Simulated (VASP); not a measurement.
Here is a VASP 6.6.1 calculation.

The input INCAR:

```
PREC = Accurate ; ENCUT = 520
EDIFF = 1E-6 ; ISMEAR = -1
SIGMA = 0.05 ; LREAL = False
LASPH = True ; NELM = 80
ALGO = Normal ; ISIF = 2
LWAVE = False ; LCHARG = True
GGA = PS ; LELF = True
LVHAR = True ; NBANDS = 20
```

File KPOINTS:

```
regular mesh
0
Gamma
  11 11 10
```

File POSCAR:

```
TiRh
1.0
    2.9979269832      0.0000000000      0.0000000000
    0.0000000000      2.9979269832      0.0000000000
    0.0000000000      0.0000000000      3.3611296499
Ti Rh
1 1
Direct
    0.5000000000      0.5000000000      0.5000000000
    0.0000000000      0.0000000000      0.0000000000
```

Potentials or basis: VASP PAW PBE potentials, release 64 (Ti_sv, Rh_pv).

Launch:

```bash
$ cat potpaw_PBE.64/Ti_sv/POTCAR potpaw_PBE.64/Rh_pv/POTCAR > POTCAR
$ mpirun -np 1 vasp_std > vasp.out
```

**Question.** What does it give for the pressure?

**Answer.** -8.6 GPa.

Stress tensor (GPa, compression positive):
```
-9.44  0.00  0.00
 0.00 -9.44  0.00
 0.00  0.00 -6.80
```

Caveat: the PAW data sets were made with another functional, which shifts forces and pressure a little.
